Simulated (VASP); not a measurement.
# RuSe (Fm-3m) in VASP: a series of runs

Runs on RuSe. Level: LDA. Tasks: single point.

Everything below comes from runs of VASP 6.6.1. Logs are shortened: lines on timing, memory, paths and dates and some standing lists are left out, and cuts for length are marked.

## Step 1: The cell of the first run

The structure is cubic, space group Fm-3m (No. 225). Conventional cell: a = 5.355 Å, b = 5.355 Å, c = 5.355 Å, α = 90.00°, β = 90.00°, γ = 90.00°. Within 3.5 Å of Ru (site symmetry m-3m) lie 6 Se at 2.68 Å. Se (site symmetry m-3m) has 6 Ru at 2.68 Å within 3.5 Å.

## Step 2: Single point, LDA, collinear spin, ferromagnetic start

INCAR

```
SYSTEM = RuSe
  PREC = Accurate
  ENCUT = 520
  EDIFF = 1E-6
  ISMEAR = 0
  SIGMA = 0.05
  LREAL = .FALSE.
  LASPH = .TRUE.
  NELM = 150
  ALGO = Normal
  ISIF = 2
  LWAVE = .FALSE.
  LCHARG = .FALSE.
  ISPIN = 2
  MAGMOM = 1 0
  LORBIT = 11
  LMAXMIX = 4
  NBANDS = 21
```

KPOINTS

```
Automatic mesh
0
G
  6 6 6
  0 0 0
```

POSCAR

```
RuSe
1.0
    0.0000000000      2.6776164100      2.6776164100
    2.6776164100      0.0000000000      2.6776164100
    2.6776164100      2.6776164100      0.0000000000
Ru Se
1 1
Direct
    0.5000000000      0.5000000000      0.5000000000
    0.0000000000      0.0000000000      0.0000000000
```

Potentials or basis: VASP PAW LDA potentials, release 64 (Ru_pv, Se).

The run is started by

```
$ cat potpaw_LDA.64/Ru_pv/POTCAR potpaw_LDA.64/Se/POTCAR > POTCAR
$ mpirun -np 1 vasp_std > vasp.out
```

OUTCAR:

```text
SYSTEM = RuSe
   PREC = Accurate
   ENCUT = 520
   EDIFF = 1E-6
   ISMEAR = 0
   LREAL = .FALSE.
   LASPH = .TRUE.
   NELM = 150
   ISIF = 2
   ISPIN = 2
   LORBIT = 11

 ion  position               nearest neighbor table
   1  0.500  0.500  0.500-   2 2.68   2 2.68   2 2.68   2 2.68   2 2.68   2 2.68
   2  0.000  0.000  0.000-   1 2.68   1 2.68   1 2.68   1 2.68   1 2.68   1 2.68

  LATTYP: Found a face centered cubic cell.
 ALAT       =     5.3552328200

  Lattice vectors:

 A1 = (   0.0000000000,   2.6776164100,   2.6776164100)
 A2 = (   2.6776164100,   0.0000000000,   2.6776164100)
 A3 = (   2.6776164100,   2.6776164100,   0.0000000000)

Analysis of symmetry for initial positions (statically):
=====================================================================
 Subroutine PRICEL returns:
 Original cell was already a primitive cell.

 Routine SETGRP: Setting up the symmetry group for a
 face centered cubic supercell.

 Subroutine GETGRP returns: Found 48 space group operations
 (whereof 48 operations were pure point group operations)
 out of a pool of 48 trial point group operations.

The static configuration has the point symmetry O_h .

Analysis of symmetry for dynamics (positions and initial velocities):
=====================================================================
 Subroutine PRICEL returns:
 Original cell was already a primitive cell.

 Routine SETGRP: Setting up the symmetry group for a
 face centered cubic supercell.

 Subroutine GETGRP returns: Found 48 space group operations
 (whereof 48 operations were pure point group operations)
 out of a pool of 48 trial point group operations.

The dynamic configuration has the point symmetry O_h .

Analysis of structural, dynamic, and magnetic symmetry:
=====================================================================
 Subroutine PRICEL returns:
 Original cell was already a primitive cell.

 Routine SETGRP: Setting up the symmetry group for a
 face centered cubic supercell.

 Subroutine GETGRP returns: Found 48 space group operations
 (whereof 48 operations were pure point group operations)
 out of a pool of 48 trial point group operations.

The overall configuration has the point symmetry O_h .

 Subroutine INISYM returns: Found 48 space group operations
 (whereof 48 operations are pure point group operations),
 and found     1 'primitive' translations

----------------------------------------------------------------------------------------

                                     Primitive cell

  volume of cell :      38.3950

  direct lattice vectors                    reciprocal lattice vectors
     0.000000000  2.677616410  2.677616410    -0.186733245  0.186733245  0.186733245
     2.677616410  0.000000000  2.677616410     0.186733245 -0.186733245  0.186733245
     2.677616410  2.677616410  0.000000000     0.186733245  0.186733245 -0.186733245

  length of vectors
     3.786721442  3.786721442  3.786721442     0.323431467  0.323431467  0.323431467

  position of ions in fractional coordinates (direct lattice)
     0.500000000  0.500000000  0.500000000
     0.000000000  0.000000000  0.000000000

  ion indices of the primitive-cell ions
   primitive index   ion index
                 1           1
                 2           2

----------------------------------------------------------------------------------------

 KPOINTS: Automatic mesh

Automatic generation of k-mesh.
 Grid dimensions read from file:
 generate k-points for:    6    6    6

 Generating k-lattice:

  Cartesian coordinates                     Fractional coordinates (reciprocal lattice)
    -0.031122207  0.031122207  0.031122207     0.166666667  0.000000000  0.000000000
     0.031122207 -0.031122207  0.031122207     0.000000000  0.166666667  0.000000000
     0.031122207  0.031122207 -0.031122207     0.000000000  0.000000000  0.166666667

  Length of vectors
     0.053905245  0.053905245  0.053905245

  Shift w.r.t. Gamma in fractional coordinates (k-lattice)
     0.000000000  0.000000000  0.000000000

 Subroutine IBZKPT returns following result:
 ===========================================

 Found     16 irreducible k-points:

 Following reciprocal coordinates:
            Coordinates               Weight
  0.000000  0.000000  0.000000      1.000000
  0.166667  0.000000  0.000000      8.000000
  0.333333  0.000000  0.000000      8.000000
  0.500000  0.000000  0.000000      4.000000
  0.166667  0.166667  0.000000      6.000000
  0.333333  0.166667  0.000000     24.000000
[... 8 lines left out ...]
 -0.333333  0.333333  0.166667     24.000000
 -0.333333  0.500000  0.166667     12.000000
   k-points           NKPTS =     16   k-points in BZ     NKDIM =     16   number of bands    NBANDS=     21
   number of dos      NEDOS =    301   number of ions     NIONS =      2
   total plane-waves  NPLWV =  21952
   dimension x,y,z NGX =    28 NGY =   28 NGZ =   28
   dimension x,y,z NGXF=    56 NGYF=   56 NGZF=   56
   ions per type =               1   1
   NGX,Y,Z   is equivalent  to a cutoff of  12.29, 12.29, 12.29 a.u.
   NGXF,Y,Z  is equivalent  to a cutoff of  24.59, 24.59, 24.59 a.u.
 SYSTEM =  RuSe
   PREC   = accura    normal or accurate (medium, high low for compatibility)
   ISTART =      0    job   : 0-new  1-cont  2-samecut
   ICHARG =      2    charge: 1-file 2-atom 10-const
   ISPIN  =      2    spin polarized calculation?
   LNONCOLLINEAR =      F non collinear calculations
   LSORBIT =      F    spin-orbit coupling
   LASPH  =      T    aspherical Exc in radial PAW
   ENCUT  =  520.0 eV  38.22 Ry    6.18 a.u.   7.04  7.04  7.04*2*pi/ulx,y,z
   NELM   =    150;   NELMIN=  2; NELMDL= -5     # of ELM steps
   EDIFF  = 0.1E-05   stopping-criterion for ELM
   LREAL  =      F    real-space projection
   EDIFFG = 0.1E-04   stopping-criterion for IOM
   NSW    =      0    number of steps for IOM
   IBRION =     -1    ionic relax: 0-MD 1-quasi-New 2-CG
   NFREE  =      0    steps in history (QN), initial steepest desc. (CG)
   ISIF   =      2    stress and relaxation
   ISYM   =      2    0-nonsym 1-usesym 2-fastsym
   POTIM  = 0.5000    time-step for ionic-motion
   TEBEG  =    0.0;   TEEND  =   0.0 temperature during run
   PSTRESS=    0.0 pullay stress
   NELECT =      20.0000    total number of electrons
   NUPDOWN=      -1.0000    fix difference up-down
   EMIN   =  10.00;   EMAX   =-10.00  energy-range for DOS
   EFERMI =   0.00;   METHOD = LEGACY
   ISMEAR =     0;   SIGMA  =   0.05  broadening in eV -4-tet -1-fermi 0-gaus
   EFERMI_NEDOS =   21; number of points for ismear=-14 and -15
   IALGO  =     38    algorithm
   IMIX   =      4    mixing-type and parameters
     AMIX     =   0.40;   BMIX     =  1.00
     AMIX_MAG =   1.60;   BMIX_MAG =  1.00
  volume/ion in A,a.u.               =      19.20       129.55
  Fermi-wavevector in a.u.,A,eV,Ry     =   1.317225  2.489193 23.607202  1.735080
  Thomas-Fermi vector in A             =   2.447281
   LORBIT       =     11    0 simple, 1 ext, 2 COOP (PROOUT), +10 PAW based schemes
   GGA     = CA    functional components
   LHFCALC =     F    Hartree Fock is set to
   AEXX    =    0.0000 exact exchange contribution
   IVDW    =     0    specifies the selected vdW correction
   LEPSILON=     F    determine dielectric tensor
   LRPA    =     F    only Hartree local field effects (RPA)
 spin polarized calculation
 Gauss-broadening in eV      SIGMA  =   0.05
  energy-cutoff  :      520.00
  volume of cell :       38.40
 maximum number of plane-waves:      1056
   NGX = 15   NGY = 15   NGZ = 15

 number of electron      19.9999996 magnetization       1.1270527

 Free energy of the ion-electron system (eV)
  ---------------------------------------------------
  ext. energy  EPLUGINS =         0.00000000
  ---------------------------------------------------
  free energy    TOTEN  =       -13.44091166 eV

  energy without entropy =      -13.43647370  energy(sigma->0) =      -13.43869268

 E-fermi :   6.9721     XC(G=0): -11.5207

 val. band max:        6.9134157574   @ k =   0.3333   0.1667   0.0000
 cond. band min:       6.9887318646   @ k =  -0.3333   0.1667   0.0000
 fundamental gap:      0.0753161072
 Fermi energy:         6.9721344656

 spin component 1

 k-point     1 :       0.0000    0.0000    0.0000
  band No.  band energies     occupation
      1     -35.3012      1.00000
      2     -35.3012      1.00000
      3     -35.3012      1.00000
      4      -7.7432      1.00000
      5       4.9634      1.00000
      6       4.9634      1.00000
[... 13 lines left out ...]
     20      20.6421      0.00000
     21      20.6421      0.00000
[... 337 lines left out ...]
 k-point    16 :      -0.3333    0.5000    0.1667
  band No.  band energies     occupation
      1     -35.3219      1.00000
      2     -35.3149      1.00000
      3     -35.3115      1.00000
      4      -6.5135      1.00000
      5       1.9339      1.00000
      6       2.5141      1.00000
[... 13 lines left out ...]
     20      22.3026      0.00000
     21      24.8396      0.00000
 Fermi energy:         6.9721344656

 spin component 2

 k-point     1 :       0.0000    0.0000    0.0000
  band No.  band energies     occupation
      1     -34.6580      1.00000
      2     -34.6580      1.00000
      3     -34.6580      1.00000
      4      -7.6552      1.00000
      5       5.5124      1.00000
      6       5.5124      1.00000
[... 13 lines left out ...]
     20      20.9260      0.00000
     21      20.9260      0.00000
[... 337 lines left out ...]
 k-point    16 :      -0.3333    0.5000    0.1667
  band No.  band energies     occupation
      1     -34.6795      1.00000
      2     -34.6722      1.00000
      3     -34.6687      1.00000
      4      -6.4294      1.00000
      5       2.0639      1.00000
      6       2.7173      1.00000
[... 13 lines left out ...]
     20      22.3702      0.00000
     21      25.0122      0.00000

------------------------ aborting loop because EDIFF is reached ----------------------------------------

  FORCE on cell =-STRESS in cart. coord.  units (eV):
  Direction    XX          YY          ZZ          XY          YZ          ZX
  --------------------------------------------------------------------------------------
  -------------------------------------------------------------------------------------
  Total       -4.5450730     -4.5450730     -4.5450730      0.0000000      0.0000000     -0.0000000
  in kB     -189.6602712   -189.6602712   -189.6602712      0.0000000      0.0000000     -0.0000000
  external PRESSURE =    -189.6602712 kB  Pullay stress =       0.0000000 kB

 VOLUME and BASIS-vectors are now :
 -----------------------------------------------------------------------------
  energy-cutoff  :      520.00
  volume of cell :       38.40
      direct lattice vectors                 reciprocal lattice vectors
     0.000000000  2.677616410  2.677616410    -0.186733245  0.186733245  0.186733245
     2.677616410  0.000000000  2.677616410     0.186733245 -0.186733245  0.186733245
     2.677616410  2.677616410  0.000000000     0.186733245  0.186733245 -0.186733245

 POSITION                                       TOTAL-FORCE (eV/Angst)
 -----------------------------------------------------------------------------------
      2.67762      2.67762      2.67762         0.000000     -0.000000      0.000000
      0.00000      0.00000      0.00000        -0.000000      0.000000     -0.000000
 -----------------------------------------------------------------------------------
    total drift:                                0.000000      0.000000      0.000000

  FREE ENERGIE OF THE ION-ELECTRON SYSTEM (eV)
  ---------------------------------------------------
  free  energy   TOTEN  =       -13.4409116558 eV

  energy  without entropy=      -13.4364736970  energy(sigma->0) =      -13.43869268

 total charge

# of ion       s       p       d       tot
------------------------------------------
    1        0.243   6.109   6.060  12.412
    2        1.454   2.232   0.078   3.764
--------------------------------------------------
tot          1.696   8.341   6.139  16.175

 magnetization (x)

# of ion       s       p       d       tot
------------------------------------------
    1        0.030   0.008   0.941   0.979
    2        0.007   0.037   0.004   0.049
--------------------------------------------------
tot          0.037   0.045   0.946   1.028
```

Run time: 37 s. Hardware: 1 thread of AMD EPYC 7R13, shared host; peak memory 0.13 GiB.

Results:

```yaml
Free_energy: -13.4409 eV
Pressure: -19.0 GPa
Net_moment: 1.13 μB per cell
Site_moments: Ru +0.98; Se +0.05 μB
Valence_electrons_inside_the_program's_atomic_spheres: Ru 12.41; Se 3.76
```

Caveat: the cell stands under tension; an empty level that is flat over the whole mesh can mark a ghost state of the potentials, or a narrow d or f band.

## Step 3: Single point, LDA, collinear spin, ferromagnetic start

INCAR

```
PREC     = Accurate       # precision mode
ENCUT    = 520            # plane-wave cutoff, eV
EDIFF    = 1E-6           # SCF threshold, eV
ISMEAR   = 0              # smearing method
SIGMA    = 0.05           # smearing width, eV
LREAL    = F              # projectors in reciprocal space
LASPH    = T              # aspherical terms in the spheres
NELM     = 150            # most SCF steps
ALGO     = Normal         # electronic algorithm
ISIF     = 2              # what is computed and relaxed
LWAVE    = F              # write WAVECAR
LCHARG   = F              # write CHGCAR
ISPIN    = 2              # spin polarisation
MAGMOM   = 1 0            # initial moments
LORBIT   = 11             # projections on sites
LMAXMIX  = 4              # l up to which the mixer works
GGA      = CA             # functional
NBANDS   = 21             # bands
```

KPOINTS

```
regular mesh
0
Gamma
  6 6 6
```

POSCAR is that of step 2.

Potentials or basis: VASP PAW LDA potentials, release 64 (Ru_pv, Se).

The run is started by

```
$ cat potpaw_LDA.64/Ru_pv/POTCAR potpaw_LDA.64/Se/POTCAR > POTCAR
$ mpirun -np 1 vasp_std > vasp.out
```

Wall time 27 s (1 thread of Intel Xeon 8259CL, shared host); peak memory 0.16 GiB.

Results (log left out):

* Free energy: -13.4409 eV
* Pressure: -19.0 GPa
* Net moment: 1.13 μB per cell
* Site moments: Ru +0.98; Se +0.05 μB
* Valence electrons inside the program's atomic spheres: Ru 12.41; Se 3.76

Levels at points of the mesh, in eV from the Fermi level:
Spin up:
| k point | band 8 | band 9 | band 10 | band 11 | band 12 | band 13 | band 14 | band 15 |
| --- | --- | --- | --- | --- | --- | --- | --- | --- |
| (0.00, 0.00, 0.00) | -1.94 | -1.94 | -1.39 | -1.39 | -1.39 | 2.41 | 9.60 | 11.09 |
| (0.50, 0.00, 0.00) | -0.97 | -0.97 | -0.42 | 3.11 | 3.11 | 3.39 | 6.62 | 6.62 |
| (0.50, 0.50, 0.00) | -2.91 | -1.45 | -0.63 | -0.63 | -0.06 | 2.12 | 8.30 | 11.06 |
Spin down:
```
           k point  band 7  band 8  band 9  band 10  band 11  band 12
(0.00, 0.00, 0.00)   -1.46   -1.46   -1.46    -1.30    -1.30    -1.30
(0.50, 0.00, 0.00)   -4.35   -0.35   -0.35     0.17     3.46     3.46
(0.50, 0.50, 0.00)   -2.82   -2.50   -0.94     0.03     0.03     0.45
```

Caveat: the cell stands under tension; an empty level that is flat over the whole mesh can mark a ghost state of the potentials, or a narrow d or f band.
